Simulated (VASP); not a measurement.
# Tl in VASP: notebook

Tl is run at these levels: r2SCAN; tasks: single point.

Program: VASP 6.6.1. These are calculated values, not measurements. Logs are shortened: lines on timing, memory, paths and dates and some standing lists are left out, and cuts for length are marked.

**1. The cell of the first run**

The typed cell holds 1 atom: a = 3.477 Å, b = 3.477 Å, c = 3.477 Å, α = 60.05°, β = 60.05°, γ = 60.05°.

This isn't the form of Tl at room conditions, which is hcp.

**2. Single point, r2SCAN**

The input, POSCAR:

```
Tl
1.0
    1.7401440769      1.0046726512      2.8381604911
   -1.7401440769      1.0046726512      2.8381604911
    0.0000000000     -2.0093453024      2.8381604911
Tl
1
Direct
    0.5000000000      0.5000000000      0.5000000000
```

The input, INCAR.step1:

```
ALGO = Normal
EDIFF = 1E-4
ENCUT = 520
GGA = PE
ISMEAR = 0
LASPH = T
LCHARG = F
LREAL = F
LWAVE = T
NBANDS = 12
NELM = 100
PREC = Accurate
SIGMA = 0.1
```

The input, INCAR.step2:

```
ALGO = Normal
EDIFF = 1E-6
ENCUT = 520
ISIF = 2
ISMEAR = 0
ISTART = 1
LASPH = T
LCHARG = T
LELF = T
LMIXTAU = T
LREAL = F
LVHAR = T
LWAVE = F
METAGGA = R2SCAN
NBANDS = 12
NELM = 100
PREC = Accurate
SIGMA = 0.1
```

The input, KPOINTS:

```
k-points
0
Gamma
  21 21 21
```

Potentials or basis: VASP PAW PBE potentials, release 64 (Tl_d).

On the command line:

```console
$ cat potpaw_PBE.64/Tl_d/POTCAR > POTCAR
$ cp INCAR.step1 INCAR
$ mpirun -np 1 vasp_std > vasp.out
$ cp INCAR.step2 INCAR
$ mpirun -np 1 vasp_std > vasp.out
```

OUTCAR:

```text
EDIFF = 1E-6
   ENCUT = 520
   ISIF = 2
   ISMEAR = 0
   ISTART = 1
   LASPH = T
   LREAL = F
   METAGGA = R2SCAN
   NELM = 100
   PREC = Accurate

 ion  position               nearest neighbor table
   1  0.500  0.500  0.500-

  LATTYP: Found a trigonal (rhomboedric) cell.
 ALAT       =     3.4774449698
 COS(alpha) =     0.4991820586

  Lattice vectors:

 A1 = (   1.7401440769,   1.0046726512,   2.8381604911)
 A2 = (  -1.7401440769,   1.0046726512,   2.8381604911)
 A3 = (   0.0000000000,  -2.0093453024,   2.8381604911)

Analysis of symmetry for initial positions (statically):
=====================================================================
 Subroutine PRICEL returns:
 Original cell was already a primitive cell.

 Routine SETGRP: Setting up the symmetry group for a
 trigonal (rhombohedral) supercell.

 Subroutine GETGRP returns: Found 12 space group operations
 (whereof 12 operations were pure point group operations)
 out of a pool of 12 trial point group operations.

The static configuration has the point symmetry D_3d.

Analysis of symmetry for dynamics (positions and initial velocities):
=====================================================================
 Subroutine PRICEL returns:
 Original cell was already a primitive cell.

 Routine SETGRP: Setting up the symmetry group for a
 trigonal (rhombohedral) supercell.

 Subroutine GETGRP returns: Found 12 space group operations
 (whereof 12 operations were pure point group operations)
 out of a pool of 12 trial point group operations.

The dynamic configuration has the point symmetry D_3d.

 Subroutine INISYM returns: Found 12 space group operations
 (whereof 12 operations are pure point group operations),
 and found     1 'primitive' translations

----------------------------------------------------------------------------------------

                                     Primitive cell

  volume of cell :      29.7713

  direct lattice vectors                    reciprocal lattice vectors
     1.740144077  1.004672651  2.838160491     0.287332530  0.165891513  0.117446964
    -1.740144077  1.004672651  2.838160491    -0.287332530  0.165891513  0.117446964
     0.000000000 -2.009345302  2.838160491     0.000000000 -0.331783027  0.117446964

  length of vectors
     3.477444970  3.477444970  3.477444970     0.351957052  0.351957052  0.351957052

  position of ions in fractional coordinates (direct lattice)
     0.500000000  0.500000000  0.500000000

  ion indices of the primitive-cell ions
   primitive index   ion index
                 1           1

----------------------------------------------------------------------------------------

 KPOINTS: k-points

Automatic generation of k-mesh.
 Grid dimensions read from file:
 generate k-points for:   21   21   21

 Generating k-lattice:

  Cartesian coordinates                     Fractional coordinates (reciprocal lattice)
     0.013682501  0.007899596  0.005592713     0.047619048 -0.000000000  0.000000000
    -0.013682501  0.007899596  0.005592713    -0.000000000  0.047619048  0.000000000
     0.000000000 -0.015799192  0.005592713     0.000000000  0.000000000  0.047619048

  Length of vectors
     0.016759860  0.016759860  0.016759860

  Shift w.r.t. Gamma in fractional coordinates (k-lattice)
     0.000000000  0.000000000  0.000000000

 Subroutine IBZKPT returns following result:
 ===========================================

 Found    891 irreducible k-points:

 Following reciprocal coordinates:
            Coordinates               Weight
  0.000000  0.000000  0.000000      1.000000
  0.047619  0.000000 -0.000000      6.000000
  0.095238 -0.000000  0.000000      6.000000
  0.142857 -0.000000  0.000000      6.000000
  0.190476 -0.000000  0.000000      6.000000
  0.238095 -0.000000 -0.000000      6.000000
[... 16 lines left out ...]
 -0.428571  0.047619  0.000000     12.000000
 -0.380952  0.047619  0.000000     12.000000
 [... further k-points ...]
   k-points           NKPTS =    891   k-points in BZ     NKDIM =    891   number of bands    NBANDS=     12
   number of dos      NEDOS =    301   number of ions     NIONS =      1
   total plane-waves  NPLWV =  21952
   dimension x,y,z NGX =    28 NGY =   28 NGZ =   28
   dimension x,y,z NGXF=    56 NGYF=   56 NGZF=   56
   ions per type =               1
   NGX,Y,Z   is equivalent  to a cutoff of  13.39, 13.39, 13.39 a.u.
   NGXF,Y,Z  is equivalent  to a cutoff of  26.77, 26.77, 26.77 a.u.
 SYSTEM =  unknown system
   PREC   = accura    normal or accurate (medium, high low for compatibility)
   ISTART =      1    job   : 0-new  1-cont  2-samecut
   ICHARG =      0    charge: 1-file 2-atom 10-const
   ISPIN  =      1    spin polarized calculation?
   LNONCOLLINEAR =      F non collinear calculations
   LSORBIT =      F    spin-orbit coupling
   LASPH  =      T    aspherical Exc in radial PAW
   ENCUT  =  520.0 eV  38.22 Ry    6.18 a.u.   6.47  6.47  6.47*2*pi/ulx,y,z
   NELM   =    100;   NELMIN=  2; NELMDL=  0     # of ELM steps
   EDIFF  = 0.1E-05   stopping-criterion for ELM
   LREAL  =      F    real-space projection
   EDIFFG = 0.1E-04   stopping-criterion for IOM
   NSW    =      0    number of steps for IOM
   IBRION =     -1    ionic relax: 0-MD 1-quasi-New 2-CG
   NFREE  =      0    steps in history (QN), initial steepest desc. (CG)
   ISIF   =      2    stress and relaxation
   ISYM   =      2    0-nonsym 1-usesym 2-fastsym
   POTIM  = 0.5000    time-step for ionic-motion
   TEBEG  =    0.0;   TEEND  =   0.0 temperature during run
   PSTRESS=    0.0 pullay stress
   NELECT =      13.0000    total number of electrons
   NUPDOWN=      -1.0000    fix difference up-down
   EMIN   =  10.00;   EMAX   =-10.00  energy-range for DOS
   EFERMI =   0.00;   METHOD = LEGACY
   ISMEAR =     0;   SIGMA  =   0.10  broadening in eV -4-tet -1-fermi 0-gaus
   EFERMI_NEDOS =   21; number of points for ismear=-14 and -15
   IALGO  =     38    algorithm
   IMIX   =      4    mixing-type and parameters
     AMIX     =   0.40;   BMIX     =  1.00
     AMIX_MAG =   1.60;   BMIX_MAG =  1.00
  volume/ion in A,a.u.               =      29.77       200.91
  Fermi-wavevector in a.u.,A,eV,Ry     =   1.242005  2.347049 20.988021  1.542576
  Thomas-Fermi vector in A             =   2.376378
   LORBIT       =      0    0 simple, 1 ext, 2 COOP (PROOUT), +10 PAW based schemes
   METAGGA = R2SCAN    functional components
   LHFCALC =     F    Hartree Fock is set to
   AEXX    =    0.0000 exact exchange contribution
   IVDW    =     0    specifies the selected vdW correction
   LEPSILON=     F    determine dielectric tensor
   LRPA    =     F    only Hartree local field effects (RPA)
 non-spin polarized calculation
 Gauss-broadening in eV      SIGMA  =   0.10
  energy-cutoff  :      520.00
  volume of cell :       29.77
 maximum number of plane-waves:       824
 NGX is ok and might be reduce to    28
   NGX = 13   NGY = 13   NGZ = 13

 number of electron      12.9999999 magnetization

 Free energy of the ion-electron system (eV)
  ---------------------------------------------------
  ext. energy  EPLUGINS =         0.00000000
  ---------------------------------------------------
  free energy    TOTEN  =       -53.16100809 eV

  energy without entropy =      -53.15898651  energy(sigma->0) =      -53.15999730

 E-fermi :   6.1150     XC(G=0): -10.6037

 val. band max:        6.0924337191   @ k =   0.4762   0.4286   0.2381
 cond. band min:       6.1732774640   @ k =  -0.2381   0.4762   0.1905
 fundamental gap:      0.0808437449
 Fermi energy:         6.1149874093

 k-point     1 :       0.0000    0.0000    0.0000
  band No.  band energies     occupation
      1      -6.0025      2.00000
      2      -6.0025      2.00000
      3      -6.0003      2.00000
      4      -5.7450      2.00000
      5      -5.7450      2.00000
      6      -4.0544      2.00000
      7      16.3760      0.00000
      8      16.3760      0.00000
      9      16.4085      0.00000
     10      17.6711      0.00000
     11      20.8249      0.00000
     12      21.4691      0.00000

 k-point     2 :       0.0476    0.0000   -0.0000
  band No.  band energies     occupation
      1      -6.0037      2.00000
      2      -5.9967      2.00000
      3      -5.9945      2.00000
      4      -5.7459      2.00000
      5      -5.7459      2.00000
      6      -4.0060      2.00000
      7      15.7483      0.00000
      8      16.3194      0.00000
      9      16.3477      0.00000
     10      17.6090      0.00000
     11      21.0336      0.00000
     12      21.5680      0.00000

 k-point     3 :       0.0952   -0.0000    0.0000
  band No.  band energies     occupation
      1      -6.0088      2.00000
      2      -5.9807      2.00000
      3      -5.9785      2.00000
      4      -5.7473      2.00000
      5      -5.7473      2.00000
      6      -3.8591      2.00000
      7      14.3609      0.00000
      8      16.1606      0.00000
      9      16.1871      0.00000
     10      17.5481      0.00000
     11      21.2262      0.00000
     12      21.8518      0.00000
[... 286 lines left out ...]
 k-point    23 :      -0.4286    0.0476    0.0000
  band No.  band energies     occupation
      1      -6.1588      2.00000
      2      -5.9885      2.00000
      3      -5.9774      2.00000
      4      -5.5337      2.00000
      5      -5.5258      2.00000
      6       0.1078      2.00000
      7       3.9535      2.00000
      8      13.7693      0.00000
      9      14.4182      0.00000
     10      16.9900      0.00000
     11      19.1172      0.00000
     12      20.0458      0.00000

 k-point    24 :      -0.3810    0.0476    0.0000
  band No.  band energies     occupation
      1      -6.1434      2.00000
      2      -5.9785      2.00000
      3      -5.9693      2.00000
      4      -5.5690      2.00000
      5      -5.5458      2.00000
      6      -0.5974      2.00000
      7       4.9835      2.00000
      8      13.7774      0.00000
      9      14.6869      0.00000
     10      17.1304      0.00000
     11      19.1183      0.00000
     12      20.0586      0.00000

 [... further k-points ...]
[... 5 lines left out ...]
  --------------------------------------------------------------------------------------
  -------------------------------------------------------------------------------------
  Total       -0.0093893     -0.0093893     -0.0025101     -0.0000000      0.0000000      0.0000000
  in kB       -0.5052968     -0.5052968     -0.1350816     -0.0000000      0.0000000      0.0000000
  external PRESSURE =      -0.3818917 kB  Pullay stress =       0.0000000 kB

 VOLUME and BASIS-vectors are now :
 -----------------------------------------------------------------------------
  energy-cutoff  :      520.00
  volume of cell :       29.77
      direct lattice vectors                 reciprocal lattice vectors
     1.740144077  1.004672651  2.838160491     0.287332530  0.165891513  0.117446964
    -1.740144077  1.004672651  2.838160491    -0.287332530  0.165891513  0.117446964
     0.000000000 -2.009345302  2.838160491     0.000000000 -0.331783027  0.117446964

 POSITION                                       TOTAL-FORCE (eV/Angst)
 -----------------------------------------------------------------------------------
      0.00000      0.00000      4.25724         0.000000      0.000000      0.000000
 -----------------------------------------------------------------------------------
    total drift:                               -0.000000     -0.000000      0.000000

  FREE ENERGIE OF THE ION-ELECTRON SYSTEM (eV)
  ---------------------------------------------------
  free  energy   TOTEN  =       -53.1610080870 eV

  energy  without entropy=      -53.1589865092  energy(sigma->0) =      -53.15999730
```

Run time: 7.2 min. Hardware: 1 thread of Intel Xeon 6975P-C (Granite Rapids), shared host; peak memory 0.41 GiB.

Results:

| Item | Value |
| --- | --- |
| Free energy | -53.1610 eV |
| Pressure | 0.0 GPa |
| Band gap on the k mesh | zero (an odd number of electrons rules out a gap without spin polarisation) |

Caveat: the PAW data sets were made with another functional, which shifts forces and pressure a little; spin-orbit coupling is left out, which moves the levels of the heavy elements.

**3. Single point, r2SCAN**

The input, POSCAR:

```
Tl
1.0
   -1.7019142120      1.7019142120      2.5733952936
    1.7019142120     -1.7019142120      2.5733952936
    1.7019142120      1.7019142120     -2.5733952936
Tl
1
Direct
    0.0000000000      0.0000000000      0.0000000000
```

The input, INCAR.step1:

```
PREC = Accurate
ENCUT = 520
ISMEAR = 0
SIGMA = 0.1
LREAL = F
LASPH = T
NELM = 80
NBANDS = 12
GGA = PE
ALGO = Normal
EDIFF = 1E-4
LWAVE = T
LCHARG = F
```

The input, INCAR.step2:

```
PREC = Accurate
ENCUT = 520
EDIFF = 1E-6
ISMEAR = 0
SIGMA = 0.1
LREAL = F
LASPH = T
NELM = 80
ALGO = Normal
ISIF = 2
LWAVE = F
LCHARG = T
METAGGA = R2SCAN
LMIXTAU = T
LELF = T
LVHAR = T
NBANDS = 12
ISTART = 1
```

The input, KPOINTS:

```
regular mesh
0
Gamma
  22 22 22
```

Potentials or basis: VASP PAW PBE potentials, release 64 (Tl_d).

On the command line:

```console
$ cat potpaw_PBE.64/Tl_d/POTCAR > POTCAR
$ cp INCAR.step1 INCAR
$ mpirun -np 1 vasp_std > vasp.out
$ cp INCAR.step2 INCAR
$ mpirun -np 1 vasp_std > vasp.out
```

OUTCAR:

```text
PREC = Accurate
   ENCUT = 520
   EDIFF = 1E-6
   ISMEAR = 0
   LREAL = F
   LASPH = T
   NELM = 80
   ISIF = 2
   METAGGA = R2SCAN
   ISTART = 1

 ion  position               nearest neighbor table
   1  0.000  0.000  0.000-

  LATTYP: Found a body centered tetragonal cell.
 ALAT       =     3.4038284240
 C/A-ratio  =     1.5120593479

  Lattice vectors:

 A1 = (  -1.7019142120,   1.7019142120,   2.5733952936)
 A2 = (   1.7019142120,  -1.7019142120,   2.5733952936)
 A3 = (   1.7019142120,   1.7019142120,  -2.5733952936)

Analysis of symmetry for initial positions (statically):
=====================================================================
 Subroutine PRICEL returns:
 Original cell was already a primitive cell.

 Routine SETGRP: Setting up the symmetry group for a
 body centered tetragonal supercell.

 Subroutine GETGRP returns: Found 16 space group operations
 (whereof 16 operations were pure point group operations)
 out of a pool of 16 trial point group operations.

The static configuration has the point symmetry D_4h.

Analysis of symmetry for dynamics (positions and initial velocities):
=====================================================================
 Subroutine PRICEL returns:
 Original cell was already a primitive cell.

 Routine SETGRP: Setting up the symmetry group for a
 body centered tetragonal supercell.

 Subroutine GETGRP returns: Found 16 space group operations
 (whereof 16 operations were pure point group operations)
 out of a pool of 16 trial point group operations.

The dynamic configuration has the point symmetry D_4h.

 Subroutine INISYM returns: Found 16 space group operations
 (whereof 16 operations are pure point group operations),
 and found     1 'primitive' translations

----------------------------------------------------------------------------------------

                                     Primitive cell

  volume of cell :      29.8155
[... 108 lines left out ...]
  volume/ion in A,a.u.               =      29.82       201.20
  Fermi-wavevector in a.u.,A,eV,Ry     =   1.241391  2.345889 20.967288  1.541052
  Thomas-Fermi vector in A             =   2.375791
   LORBIT       =      0    0 simple, 1 ext, 2 COOP (PROOUT), +10 PAW based schemes
   METAGGA = R2SCAN    functional components
   LHFCALC =     F    Hartree Fock is set to
   AEXX    =    0.0000 exact exchange contribution
   IVDW    =     0    specifies the selected vdW correction
   LEPSILON=     F    determine dielectric tensor
   LRPA    =     F    only Hartree local field effects (RPA)
 non-spin polarized calculation
 Gauss-broadening in eV      SIGMA  =   0.10
  energy-cutoff  :      520.00
  volume of cell :       29.82
 maximum number of plane-waves:       821
   NGX = 13   NGY = 13   NGZ = 13

 number of electron      12.9999997 magnetization

 Free energy of the ion-electron system (eV)
  ---------------------------------------------------
  ext. energy  EPLUGINS =         0.00000000
  ---------------------------------------------------
  free energy    TOTEN  =       -53.16101381 eV

  energy without entropy =      -53.15876194  energy(sigma->0) =      -53.15988787

 E-fermi :   6.0776     XC(G=0): -10.5953

 val. band max:        6.0745482563   @ k =  -0.3182  -0.3636   0.0455
 cond. band min:       6.1020468330   @ k =   0.3636   0.2273   0.1818
 fundamental gap:      0.0274985767
 Fermi energy:         6.0775709769

 k-point     1 :       0.0000    0.0000    0.0000
  band No.  band energies     occupation
      1      -6.1102      2.00000
      2      -5.9673      2.00000
      3      -5.9673      2.00000
      4      -5.8313      2.00000
      5      -5.6954      2.00000
      6      -4.0609      2.00000
      7      16.3241      0.00000
      8      16.3241      0.00000
      9      16.4734      0.00000
     10      17.7013      0.00000
     11      20.8289      0.00000
     12      21.2931      0.00000
[... 331 lines left out ...]
 k-point    24 :      -0.4545    0.0455    0.0000
  band No.  band energies     occupation
      1      -6.1722      2.00000
      2      -6.0500      2.00000
      3      -5.9451      2.00000
      4      -5.5803      2.00000
      5      -5.5138      2.00000
      6       0.0554      2.00000
      7       4.0133      2.00000
      8      13.4194      0.00000
      9      14.7040      0.00000
     10      17.0860      0.00000
     11      18.5373      0.00000
     12      20.4160      0.00000

 [... further k-points ...]
[... 5 lines left out ...]
  --------------------------------------------------------------------------------------
  -------------------------------------------------------------------------------------
  Total       -0.0106871     -0.0106871     -0.0130160      0.0000000     -0.0000000      0.0000000
  in kB       -0.5742870     -0.5742870     -0.6994352      0.0000000     -0.0000000      0.0000000
  external PRESSURE =      -0.6160030 kB  Pullay stress =       0.0000000 kB

 VOLUME and BASIS-vectors are now :
 -----------------------------------------------------------------------------
  energy-cutoff  :      520.00
  volume of cell :       29.82
      direct lattice vectors                 reciprocal lattice vectors
    -1.701914212  1.701914212  2.573395294     0.000000000  0.293786841  0.194295840
     1.701914212 -1.701914212  2.573395294     0.293786841  0.000000000  0.194295840
     1.701914212  1.701914212 -2.573395294     0.293786841  0.293786841  0.000000000

 POSITION                                       TOTAL-FORCE (eV/Angst)
 -----------------------------------------------------------------------------------
      0.00000      0.00000      0.00000         0.000000     -0.000000      0.000000
 -----------------------------------------------------------------------------------
    total drift:                                0.000000     -0.000000     -0.000000

  FREE ENERGIE OF THE ION-ELECTRON SYSTEM (eV)
  ---------------------------------------------------
  free  energy   TOTEN  =       -53.1610138079 eV

  energy  without entropy=      -53.1587619391  energy(sigma->0) =      -53.15988787
```

OUTCAR.step1:

```text
PREC = Accurate
   ENCUT = 520
   ISMEAR = 0
   LREAL = F
   LASPH = T
[... 576 lines left out ...]

 POSITION                                       TOTAL-FORCE (eV/Angst)
 -----------------------------------------------------------------------------------
      0.00000      0.00000      0.00000         0.000000      0.000000      0.000000
 -----------------------------------------------------------------------------------
    total drift:                                0.000000     -0.000000     -0.000000

  FREE ENERGIE OF THE ION-ELECTRON SYSTEM (eV)
  ---------------------------------------------------
  free  energy   TOTEN  =        -2.2031350341 eV

  energy  without entropy=       -2.2007282191  energy(sigma->0) =       -2.20193163
```

Run time: 6.9 min. Hardware: 1 thread of Intel Xeon 6975P-C (Granite Rapids), shared host; peak memory 0.39 GiB.

Results:

- Free energy: -53.1610 eV
- Pressure: -0.1 GPa
- Band gap on the k mesh: zero (an odd number of electrons rules out a gap without spin polarisation)

Caveat: the PAW data sets were made with another functional, which shifts forces and pressure a little; spin-orbit coupling is left out, which moves the levels of the heavy elements.

The gap in the log of VASP goes by the Fermi energy; the results here count the filled bands.